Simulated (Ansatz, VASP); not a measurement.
One calculation of HfB2, two programs

Contents of INCAR:

```
  PREC = Accurate
  ENCUT = 600
  EDIFF = 1E-6
  ISMEAR = -1
  SIGMA = 0.05
  LREAL = False
  LASPH = True
  NELM = 100
  ALGO = Normal
  ISIF = 3
  LWAVE = False
  LCHARG = False
  GGA = RE
  IVDW = 13
  IBRION = 2
  NSW = 60
  EDIFFG = -0.01
```

Contents of KPOINTS:

```
Automatic mesh
0
Gamma
  10 10 8
```

The input POSCAR:

```
HfB2
1.0
    3.1400000000      0.0000000000      0.0000000000
   -1.5700000000      2.7193197679      0.0000000000
    0.0000000000      0.0000000000      3.4800000000
Hf B
1 2
Direct
    0.0000000000      0.0000000000      0.0000000000
    0.6666666667      0.3333333333      0.5000000000
    0.3333333333      0.6666666667      0.5000000000
```

File input.yaml:

```yaml
crystal:
  lattice:
    - [3.14, 0.0, 0.0]
    - [-1.57, 2.7193197679, 0.0]
    - [0.0, 0.0, 3.48]
  atoms:
    - { symbol: Hf, position: [0.0, 0.0, 0.0] }
    - { symbol: B, position: [0.6666666667, 0.3333333333, 0.5] }
    - { symbol: B, position: [0.3333333333, 0.6666666667, 0.5] }
hamiltonian:
  xc: revpbe
  pseudopotentials: { kind: paw }
  dispersion: d4
kpoints:
  mp_grid: { grid: [10, 10, 8] }
scf:
  occupations: { method: fermi_dirac, width: 0.05 }
output:
  forces: true
  stress: true
relax:
  f_tol: 0.01
  max_steps: 40
  cell: { stress_tol: 0.05 }
```

Alike in both runs: task relaxation of cell and atoms; functional revPBE; dispersion D4; k mesh 10 × 10 × 8; occupations fermi-dirac, width 0.05 eV; no spin polarisation.

|  | VASP | Ansatz |
| --- | --- | --- |
| version | VASP 6.6.1 | Ansatz 0.2.0 |
| potentials or method | VASP PAW PBE potentials, release 64 (Hf_pv, B) | Ansatz PAW |
| plane-wave cutoff (eV) | 600 | 420 |
| valence electrons in the cell | 16 | 32 |

```tsv
	VASP	Ansatz	Ansatz less VASP
relaxed volume (Å³/atom)	9.62	9.64	+0.019
relaxed cell length with the largest relative difference (Å)	3.119	3.122	+0.0028
```

VASP's potentials were made for PBE, not for revPBE. VASP's potentials hold 16 valence electrons a cell and Ansatz's 32, so a difference there can come from the potentials and not from the codes.

Spin-orbit coupling is off throughout. Noted on Ansatz's run: the plane-wave basis is chosen anew once the cell has moved, so the energies of steps on either side of that aren't comparable.
